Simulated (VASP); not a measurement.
A run of VASP 6.6.1:

Contents of INCAR:

```
  PREC = Accurate
  ENCUT = 600
  EDIFF = 1E-6
  ISMEAR = -1
  SIGMA = 0.1
  LREAL = F
  LASPH = T
  NELM = 100
  ALGO = Normal
  ISIF = 3
  LWAVE = F
  LCHARG = F
  GGA = PE
  IBRION = 2
  NSW = 32
  EDIFFG = -0.005
  PSTRESS = 2600.0
```

The input KPOINTS:

```
regular mesh
0
Gamma
  17 17 17
```

Contents of POSCAR:

```
TaN
1.0
    0.0000000000      1.9588730615      1.9588730615
    1.9588730615      0.0000000000      1.9588730615
    1.9588730615      1.9588730615      0.0000000000
Ta N
1 1
Direct
    0.0000000000      0.0000000000      0.0000000000
    0.5000000000      0.5000000000      0.5000000000
```

Potentials or basis: VASP PAW PBE potentials, release 64 (Ta_pv, N).

Run with:

```bash
$ cat potpaw_PBE.64/Ta_pv/POTCAR potpaw_PBE.64/N/POTCAR > POTCAR
$ mpirun -np 1 vasp_std > vasp.out
```

Hardware: 1 thread of Intel(R) Xeon(R) Platinum 8488C (Sapphire Rapids) (shared host).

Problem. Estimate the wall time of this run.

Solution. It took 34 s on 1 thread of Intel(R) Xeon(R) Platinum 8488C (Sapphire Rapids) (shared host), peak memory 0.18 GiB. Counts: scf iterations 24, k points 165, ion steps 3.
